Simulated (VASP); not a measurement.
A run of VASP 6.6.1 is set up as follows.

INCAR

```
PREC = Accurate
ENCUT = 520
EDIFF = 1E-6
ISMEAR = -1
SIGMA = 0.02
LREAL = False
LASPH = True
NELM = 60
ALGO = Normal
ISIF = 2
LWAVE = False
LCHARG = False
GGA = PE
NBANDS = 20
```

Contents of KPOINTS:

```
Automatic mesh
0
Gamma
  6 6 6
```

Contents of POSCAR:

```
PbO2
1.0
    0.0000000000      2.6581699692      2.6581699692
    2.6581699692      0.0000000000      2.6581699692
    2.6581699692      2.6581699692      0.0000000000
Pb O
1 2
Direct
    0.0000000000      0.0000000000      0.0000000000
    0.2500000000      0.2500000000      0.2500000000
    0.7500000000      0.7500000000      0.7500000000
```

Potentials or basis: VASP PAW PBE potentials, release 64 (Pb_d, O).

Launch:

```console
$ cat potpaw_PBE.64/Pb_d/POTCAR potpaw_PBE.64/O/POTCAR > POTCAR
$ mpirun -np 1 vasp_std > vasp.out
```

Q: Predict the pressure.

A: 7.7 GPa.

Q: Estimate the band gap on the k mesh.

A: Zero (band 13 reaches 6.27 eV, above the bottom of band 14 at 4.98 eV).

Caveat: spin-orbit coupling is left out, which moves the levels of the heavy elements.
